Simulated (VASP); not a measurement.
A run of VASP 6.6.1:

The input INCAR:

```
PREC = Accurate
ENCUT = 520
EDIFF = 1E-6
ISMEAR = 0
SIGMA = 0.05
LREAL = False
LASPH = True
NELM = 100
ALGO = Normal
ISIF = 2
LWAVE = False
LCHARG = True
LELF = True
LVHAR = True
NBANDS = 24
```

KPOINTS

```
regular mesh
0
Gamma
  9 9 6
```

Contents of POSCAR:

```
CaO
1.0
    3.7565930773      0.0000000000      0.0000000000
   -1.8782965386      3.2533050366      0.0000000000
    0.0000000000      0.0000000000      5.4032482102
Ca O
2 2
Direct
    0.3333333333      0.6666666667      0.7500000000
    0.6666666667      0.3333333333      0.2500000000
    0.3333333333      0.6666666667      0.2500000000
    0.6666666667      0.3333333333      0.7500000000
```

Potentials or basis: VASP PAW LDA potentials, release 64 (Ca_sv, O).

Run with:

```bash
$ cat potpaw_LDA.64/Ca_sv/POTCAR potpaw_LDA.64/O/POTCAR > POTCAR
$ mpirun -np 1 vasp_std > vasp.out
```

Hardware: 1 thread of AMD EPYC 7R43 64-Core Processor (Zen 3), with other jobs on the host.

Task: How long does it take, and how much memory?

Result: Wall time 82 s on 1 thread of AMD EPYC 7R43 64-Core Processor (Zen 3), with other jobs on the host, peak memory 0.16 GiB. Counts: scf iterations 14, k points 48.
